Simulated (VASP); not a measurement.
# SiC: single point with r2SCAN

**Experimental background.**

“Insight into the structural, elastic and electronic properties of a new orthorhombic 6O-SiC polytype”, 2020, pmc:7200658 quotes, for a bulk crystal of SiC: band gap 2.4 eV (indirect).

SiC:

```
Si C
1.0
     0.00000    2.17818    2.17818
     2.17818    0.00000    2.17818
     2.17818    2.17818    0.00000
Si C
1 1
Direct
  0.00000 0.00000 0.00000
  0.25000 0.25000 0.25000
```

| Item | Value |
| --- | --- |
| Program | VASP 6.6.1 |
| Task | single point |
| Functional | r2SCAN |
| Potentials or basis | VASP PAW PBE potentials, release 64 (Si, C) |
| Cutoff | 520 eV |
| k mesh | 10 × 10 × 10 |
| Occupations | gaussian, width 0.02 eV |
| Spin | no spin polarisation |

- Pressure: -0.2 GPa
- Band gap on the k mesh: 1.72 eV, indirect (least direct gap 5.06 eV)

Levels at points of the mesh, in eV from the valence-band top:
```tsv
k point	band 2	band 3	band 4	band 5	band 6	band 7
(0.00, 0.00, 0.00)	0.00	0.00	0.00	6.85	7.86	7.86
(0.50, 0.00, 0.00)	-8.82	-1.11	-1.11	6.00	7.76	7.76
(0.50, 0.50, 0.00)	-8.05	-3.34	-3.34	1.72	4.83	15.14
```

It took 22 s on 1 thread of Intel(R) Xeon(R) 6975P-C (Granite Rapids), on a shared host, peak memory 0.14 GiB.

A measured gap of SiC is 2.4 eV (indirect; quoted in “Insight into the structural, elastic and electronic properties of a new orthorhombic 6O-SiC polytype”, 2020, pmc:7200658); the calculated 1.72 eV misses it by -0.68 eV. The value is that of r2SCAN on a finite k mesh, which can miss the band edges, without temperature or zero-point motion.

Caveat: the PAW data sets were made with another functional, which shifts forces and pressure a little.
